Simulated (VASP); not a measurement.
# SbPb (Cmmm) in VASP: a series of runs

Runs on SbPb. Level: LDA. Tasks: single point.

Everything below comes from runs of VASP 6.6.1. Logs are shortened: lines on timing, memory, paths and dates and some standing lists are left out, and cuts for length are marked.

### 1 The cell of the first run

It takes space group Cmmm (No. 65, orthorhombic). Conventional cell: a = 4.152 Å, b = 5.361 Å, c = 5.453 Å, α = 90.00°, β = 90.00°, γ = 90.00°. Within 4.5 Å of Sb (site symmetry mmm) lie 6 Sb at 3.39 to 4.15 Å and 8 Pb at 3.43 to 3.82 Å. Within 4.5 Å of Pb (site symmetry mmm) lie 6 Pb at 3.39 to 4.15 Å and 8 Sb at 3.43 to 3.82 Å.

### 2 Single point, LDA

The input, INCAR:

```
SYSTEM = SbPb
PREC = Accurate
ENCUT = 500
EDIFF = 1E-6
ISMEAR = -1
SIGMA = 0.2
LREAL = .False.
LASPH = .True.
NELM = 120
ALGO = Normal
ISIF = 2
LWAVE = .False.
LCHARG = .False.
NBANDS = 16
GGA_COMPAT = .False.
```

The input, KPOINTS:

```
Automatic mesh
0
Gamma
  4 4 3
  0 0 0
```

The input, POSCAR:

```
SbPb
1.0
    2.0758210000     -2.6803290000      0.0000000000
    2.0758210000      2.6803290000      0.0000000000
    0.0000000000      0.0000000000      5.4534750000
Sb Pb
1 1
Direct
    0.5000000000      0.5000000000      0.5000000000
    0.0000000000      0.0000000000      0.0000000000
```

Potentials or basis: VASP PAW LDA potentials, release 64 (Sb, Pb_d).

Launch:

```sh
cat potpaw_LDA.64/Sb/POTCAR potpaw_LDA.64/Pb_d/POTCAR > POTCAR
mpirun -np 1 vasp_std > vasp.out
```

OUTCAR:

```text
SYSTEM = SbPb
   PREC = Accurate
   ENCUT = 500
   EDIFF = 1E-6
   ISMEAR = -1
   LREAL = .False.
   LASPH = .True.
   NELM = 120
   ISIF = 2

 ion  position               nearest neighbor table
   1  0.500  0.500  0.500-   2 3.43   2 3.43   2 3.43   2 3.43   2 3.82   2 3.82   2 3.82   2 3.82

   2  0.000  0.000  0.000-   1 3.43   1 3.43   1 3.43   1 3.43   1 3.82   1 3.82   1 3.82   1 3.82

  LATTYP: Found a base centered orthorhombic cell.
 ALAT       =     4.1516420000
 B/A-ratio  =     1.2912139341
 C/A-ratio  =     1.3135706306

  Lattice vectors:

 A1 = (   2.0758210000,  -2.6803290000,   0.0000000000)
 A2 = (   2.0758210000,   2.6803290000,   0.0000000000)
 A3 = (   0.0000000000,   0.0000000000,   5.4534750000)

Analysis of symmetry for initial positions (statically):
=====================================================================
 Subroutine PRICEL returns:
 Original cell was already a primitive cell.

 Routine SETGRP: Setting up the symmetry group for a
 base centered orthorhombic supercell.

 Subroutine GETGRP returns: Found  8 space group operations
 (whereof  8 operations were pure point group operations)
 out of a pool of  8 trial point group operations.

The static configuration has the point symmetry D_2h.

Analysis of symmetry for dynamics (positions and initial velocities):
=====================================================================
 Subroutine PRICEL returns:
 Original cell was already a primitive cell.

 Routine SETGRP: Setting up the symmetry group for a
 base centered orthorhombic supercell.

 Subroutine GETGRP returns: Found  8 space group operations
 (whereof  8 operations were pure point group operations)
 out of a pool of  8 trial point group operations.

The dynamic configuration has the point symmetry D_2h.

 Subroutine INISYM returns: Found  8 space group operations
 (whereof  8 operations are pure point group operations),
 and found     1 'primitive' translations

----------------------------------------------------------------------------------------

                                     Primitive cell

  volume of cell :      60.6850

  direct lattice vectors                    reciprocal lattice vectors
     2.075821000 -2.680329000  0.000000000     0.240868553 -0.186544264  0.000000000
     2.075821000  2.680329000  0.000000000     0.240868553  0.186544264  0.000000000
     0.000000000  0.000000000  5.453475000     0.000000000  0.000000000  0.183369320

  length of vectors
     3.390161703  3.390161703  5.453475000     0.304657877  0.304657877  0.183369320

  position of ions in fractional coordinates (direct lattice)
     0.500000000  0.500000000  0.500000000
     0.000000000  0.000000000  0.000000000

  ion indices of the primitive-cell ions
   primitive index   ion index
                 1           1
                 2           2

----------------------------------------------------------------------------------------

 KPOINTS: Automatic mesh

Automatic generation of k-mesh.
 Grid dimensions read from file:
 generate k-points for:    4    4    3

 Generating k-lattice:

  Cartesian coordinates                     Fractional coordinates (reciprocal lattice)
     0.060217138 -0.046636066  0.000000000     0.250000000  0.000000000  0.000000000
     0.060217138  0.046636066  0.000000000     0.000000000  0.250000000  0.000000000
     0.000000000  0.000000000  0.061123107     0.000000000  0.000000000  0.333333333

  Length of vectors
     0.076164469  0.076164469  0.061123107

  Shift w.r.t. Gamma in fractional coordinates (k-lattice)
     0.000000000  0.000000000  0.000000000

 Subroutine IBZKPT returns following result:
 ===========================================

 Found     14 irreducible k-points:

 Following reciprocal coordinates:
            Coordinates               Weight
  0.000000  0.000000  0.000000      1.000000
  0.250000  0.000000  0.000000      4.000000
  0.500000  0.000000  0.000000      2.000000
  0.250000  0.250000  0.000000      2.000000
  0.500000  0.250000  0.000000      4.000000
 -0.250000  0.250000  0.000000      2.000000
  0.500000  0.500000  0.000000      1.000000
  0.000000  0.000000  0.333333      2.000000
  0.250000  0.000000  0.333333      8.000000
  0.500000  0.000000  0.333333      4.000000
  0.250000  0.250000  0.333333      4.000000
  0.500000  0.250000  0.333333      8.000000
 -0.250000  0.250000  0.333333      4.000000
  0.500000  0.500000  0.333333      2.000000
   k-points           NKPTS =     14   k-points in BZ     NKDIM =     14   number of bands    NBANDS=     16
   number of dos      NEDOS =    301   number of ions     NIONS =      2
   total plane-waves  NPLWV =  31360
   dimension x,y,z NGX =    28 NGY =   28 NGZ =   40
   dimension x,y,z NGXF=    56 NGYF=   56 NGZF=   80
   ions per type =               1   1
   NGX,Y,Z   is equivalent  to a cutoff of  13.73, 13.73, 12.19 a.u.
   NGXF,Y,Z  is equivalent  to a cutoff of  27.46, 27.46, 24.39 a.u.
 SYSTEM =  SbPb
   PREC   = accura    normal or accurate (medium, high low for compatibility)
   ISTART =      0    job   : 0-new  1-cont  2-samecut
   ICHARG =      2    charge: 1-file 2-atom 10-const
   ISPIN  =      1    spin polarized calculation?
   LNONCOLLINEAR =      F non collinear calculations
   LSORBIT =      F    spin-orbit coupling
   LASPH  =      T    aspherical Exc in radial PAW
   ENCUT  =  500.0 eV  36.75 Ry    6.06 a.u.   6.18  6.18  9.94*2*pi/ulx,y,z
   NELM   =    120;   NELMIN=  2; NELMDL= -5     # of ELM steps
   EDIFF  = 0.1E-05   stopping-criterion for ELM
   LREAL  =      F    real-space projection
   EDIFFG = 0.1E-04   stopping-criterion for IOM
   NSW    =      0    number of steps for IOM
   IBRION =     -1    ionic relax: 0-MD 1-quasi-New 2-CG
   NFREE  =      0    steps in history (QN), initial steepest desc. (CG)
   ISIF   =      2    stress and relaxation
   ISYM   =      2    0-nonsym 1-usesym 2-fastsym
   POTIM  = 0.5000    time-step for ionic-motion
   TEBEG  =    0.0;   TEEND  =   0.0 temperature during run
   PSTRESS=    0.0 pullay stress
   NELECT =      19.0000    total number of electrons
   NUPDOWN=      -1.0000    fix difference up-down
   EMIN   =  10.00;   EMAX   =-10.00  energy-range for DOS
   EFERMI =   0.00;   METHOD = LEGACY
   ISMEAR =    -1;   SIGMA  =   0.20  broadening in eV -4-tet -1-fermi 0-gaus
   EFERMI_NEDOS =   21; number of points for ismear=-14 and -15
   IALGO  =     38    algorithm
   IMIX   =      4    mixing-type and parameters
     AMIX     =   0.40;   BMIX     =  1.00
     AMIX_MAG =   1.60;   BMIX_MAG =  1.00
  volume/ion in A,a.u.               =      30.34       204.76
  Fermi-wavevector in a.u.,A,eV,Ry     =   1.111644  2.100702 16.813421  1.235752
  Thomas-Fermi vector in A             =   2.248209
   LORBIT       =      0    0 simple, 1 ext, 2 COOP (PROOUT), +10 PAW based schemes
   GGA     = CA    functional components
   LHFCALC =     F    Hartree Fock is set to
   AEXX    =    0.0000 exact exchange contribution
   IVDW    =     0    specifies the selected vdW correction
   LEPSILON=     F    determine dielectric tensor
   LRPA    =     F    only Hartree local field effects (RPA)
 non-spin polarized calculation
  energy-cutoff  :      500.00
  volume of cell :       60.68
 maximum number of plane-waves:      1549
 NGX is ok and might be reduce to    28
   NGX = 13   NGY = 13   NGZ = 19

 number of electron      18.9999996 magnetization

 Free energy of the ion-electron system (eV)
  ---------------------------------------------------
  ext. energy  EPLUGINS =         0.00000000
  ---------------------------------------------------
  free energy    TOTEN  =        -8.82553914 eV

  energy without entropy =       -8.66196033  energy(sigma->0) =       -8.74374973

 E-fermi :   6.9129     XC(G=0): -10.1564

 val. band max:        6.9122713259   @ k =   0.5000   0.5000   0.3333
 cond. band min:       7.0601616987   @ k =  -0.2500   0.2500   0.0000
 fundamental gap:      0.1478903728
 Fermi energy:         6.9128559292

 k-point     1 :       0.0000    0.0000    0.0000
  band No.  band energies     occupation
      1     -10.5080      2.00000
      2     -10.3463      2.00000
      3     -10.1749      2.00000
      4     -10.1665      2.00000
      5     -10.1544      2.00000
      6      -4.9488      2.00000
[... 8 lines left out ...]
     15      13.8472      0.00000
     16      17.8417      0.00000

 k-point     2 :       0.2500    0.0000    0.0000
  band No.  band energies     occupation
      1     -10.4512      2.00000
      2     -10.2484      2.00000
      3     -10.2290      2.00000
      4     -10.1952      2.00000
      5     -10.1591      2.00000
      6      -4.0886      2.00000
[... 8 lines left out ...]
     15      16.2931      0.00000
     16      16.4415      0.00000

 k-point     3 :       0.5000    0.0000    0.0000
  band No.  band energies     occupation
      1     -10.4484      2.00000
      2     -10.2953      2.00000
      3     -10.2067      2.00000
      4     -10.1581      2.00000
      5     -10.1067      2.00000
      6      -1.9378      2.00000
[... 8 lines left out ...]
     15      16.9577      0.00000
     16      17.0415      0.00000

 k-point     4 :       0.2500    0.2500    0.0000
  band No.  band energies     occupation
      1     -10.3036      2.00000
      2     -10.2679      2.00000
      3     -10.2285      2.00000
      4     -10.2247      2.00000
      5     -10.1920      2.00000
      6      -2.8378      2.00000
[... 8 lines left out ...]
     15      17.5882      0.00000
     16      19.5075      0.00000

 k-point     5 :       0.5000    0.2500    0.0000
  band No.  band energies     occupation
      1     -10.3351      2.00000
      2     -10.2851      2.00000
      3     -10.2286      2.00000
      4     -10.2116      2.00000
      5     -10.1011      2.00000
      6      -1.7742      2.00000
[... 8 lines left out ...]
     15      13.3915      0.00000
     16      16.5116      0.00000

 k-point     6 :      -0.2500    0.2500    0.0000
  band No.  band energies     occupation
      1     -10.2878      2.00000
      2     -10.2825      2.00000
      3     -10.2287      2.00000
      4     -10.2271      2.00000
      5     -10.2042      2.00000
      6      -3.6576      2.00000
[... 8 lines left out ...]
     15      14.4936      0.00000
     16      14.9064      0.00000

 k-point     7 :       0.5000    0.5000    0.0000
  band No.  band energies     occupation
      1     -10.3922      2.00000
      2     -10.2974      2.00000
      3     -10.2416      2.00000
      4     -10.1291      2.00000
      5     -10.0421      2.00000
      6      -1.0178      2.00000
[... 8 lines left out ...]
     15      11.1946      0.00000
     16      13.0306      0.00000

 k-point     8 :       0.0000    0.0000    0.3333
  band No.  band energies     occupation
      1     -10.5080      2.00000
      2     -10.3421      2.00000
      3     -10.1747      2.00000
      4     -10.1683      2.00000
      5     -10.1548      2.00000
      6      -4.3918      2.00000
[... 8 lines left out ...]
     15      14.0258      0.00000
     16      15.7161      0.00000

 k-point     9 :       0.2500    0.0000    0.3333
  band No.  band energies     occupation
      1     -10.4507      2.00000
      2     -10.2450      2.00000
      3     -10.2326      2.00000
      4     -10.1946      2.00000
      5     -10.1599      2.00000
      6      -3.5497      2.00000
[... 8 lines left out ...]
     15      15.0507      0.00000
     16      16.4535      0.00000

 k-point    10 :       0.5000    0.0000    0.3333
  band No.  band energies     occupation
      1     -10.4478      2.00000
      2     -10.3007      2.00000
      3     -10.2060      2.00000
      4     -10.1588      2.00000
      5     -10.1033      2.00000
      6      -1.6999      2.00000
[... 8 lines left out ...]
     15      14.9283      0.00000
     16      15.7487      0.00000

 k-point    11 :       0.2500    0.2500    0.3333
  band No.  band energies     occupation
      1     -10.3033      2.00000
      2     -10.2667      2.00000
      3     -10.2334      2.00000
      4     -10.2257      2.00000
      5     -10.1890      2.00000
      6      -2.3652      2.00000
[... 8 lines left out ...]
     15      15.5715      0.00000
     16      17.7947      0.00000

 k-point    12 :       0.5000    0.2500    0.3333
  band No.  band energies     occupation
      1     -10.3343      2.00000
      2     -10.2887      2.00000
      3     -10.2275      2.00000
      4     -10.2137      2.00000
      5     -10.0986      2.00000
      6      -1.4004      2.00000
[... 8 lines left out ...]
     15      14.7257      0.00000
     16      15.7290      0.00000

 k-point    13 :      -0.2500    0.2500    0.3333
  band No.  band energies     occupation
      1     -10.2871      2.00000
      2     -10.2825      2.00000
      3     -10.2310      2.00000
      4     -10.2232      2.00000
      5     -10.2065      2.00000
      6      -3.1233      2.00000
[... 8 lines left out ...]
     15      14.0826      0.00000
     16      17.0385      0.00000

 k-point    14 :       0.5000    0.5000    0.3333
  band No.  band energies     occupation
      1     -10.3914      2.00000
      2     -10.2999      2.00000
      3     -10.2445      2.00000
      4     -10.1258      2.00000
      5     -10.0421      2.00000
      6      -0.6464      2.00000
[... 8 lines left out ...]
     15      13.4480      0.00000
     16      15.2791      0.00000

------------------------ aborting loop because EDIFF is reached ----------------------------------------

  FORCE on cell =-STRESS in cart. coord.  units (eV):
  Direction    XX          YY          ZZ          XY          YZ          ZX
  --------------------------------------------------------------------------------------
  -------------------------------------------------------------------------------------
  Total       -1.4467504     -0.7000842     -3.3084648     -0.0000000      0.0000000      0.0000000
  in kB      -38.1964390    -18.4833016    -87.3485646     -0.0000000      0.0000000      0.0000000
  external PRESSURE =     -48.0094350 kB  Pullay stress =       0.0000000 kB

 VOLUME and BASIS-vectors are now :
 -----------------------------------------------------------------------------
  energy-cutoff  :      500.00
  volume of cell :       60.68
      direct lattice vectors                 reciprocal lattice vectors
     2.075821000 -2.680329000  0.000000000     0.240868553 -0.186544264  0.000000000
     2.075821000  2.680329000  0.000000000     0.240868553  0.186544264  0.000000000
     0.000000000  0.000000000  5.453475000     0.000000000  0.000000000  0.183369320

 POSITION                                       TOTAL-FORCE (eV/Angst)
 -----------------------------------------------------------------------------------
      2.07582      0.00000      2.72674         0.000000     -0.000000      0.000000
      0.00000      0.00000      0.00000        -0.000000      0.000000      0.000000
 -----------------------------------------------------------------------------------
    total drift:                                0.000000      0.000000     -0.000000

  FREE ENERGIE OF THE ION-ELECTRON SYSTEM (eV)
  ---------------------------------------------------
  free  energy   TOTEN  =        -8.8255391360 eV

  energy  without entropy=       -8.6619603332  energy(sigma->0) =       -8.74374973
```

Wall time 7.6 s (1 thread of Intel Xeon 6975P-C (Granite Rapids), shared host); peak memory 0.15 GiB.

What came out:

```
Free energy : -8.8255 eV
Pressure    : -4.8 GPa
```

Stress tensor (GPa, compression positive):
```
-3.82  0.00  0.00
 0.00 -1.85  0.00
 0.00  0.00 -8.73
```

Levels at points of the mesh, in eV from the Fermi level:
```
           k point  band 6  band 7  band 8  band 9  band 10  band 11  band 12  band 13
(0.00, 0.00, 0.00)  -11.86   -8.14   -4.34    1.83     3.18     6.01     6.11     6.24
(0.50, 0.00, 0.00)   -8.85   -8.57   -2.78   -2.31    -0.93    -0.17     3.16     4.51
(0.50, 0.50, 0.00)   -7.93   -5.75   -4.32   -1.97    -0.66    -0.63     1.88     3.62
```

Caveat: the k points lie up to 0.48 Å⁻¹ apart; spin-orbit coupling is left out, which moves the levels of the heavy elements.

(Continued in part 2 of 2.)
